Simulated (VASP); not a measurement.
A run of VASP 6.6.1 is set up as follows.

INCAR

```
  ALGO = Normal
  EDIFF = 1E-6
  ENCUT = 520
  GGA = PE
  ISIF = 2
  ISMEAR = -1
  LASPH = True
  LCHARG = True
  LELF = True
  LREAL = False
  LVHAR = True
  LWAVE = False
  NBANDS = 26
  NELM = 100
  PREC = Accurate
  SIGMA = 0.1
```

Contents of KPOINTS:

```
k-points
0
Gamma
  8 8 10
```

Contents of POSCAR:

```
In
1.0
    5.4007920269      0.0000000000      0.0000000000
   -2.7003960135      4.6772230959      0.0000000000
    0.0000000000      0.0000000000      3.3183360954
In
3
Direct
    0.0000000000      0.0000000000      0.0000000000
    0.3333333333      0.6666666667      0.5000000000
    0.6666666667      0.3333333333      0.5000000000
```

Potentials or basis: VASP PAW PBE potentials, release 64 (In_d).

Command:

```sh
$ cat potpaw_PBE.64/In_d/POTCAR > POTCAR
$ mpirun -np 1 vasp_std > vasp.out
```

**Question.** Estimate the pressure.

**Answer.** 0.0 GPa.
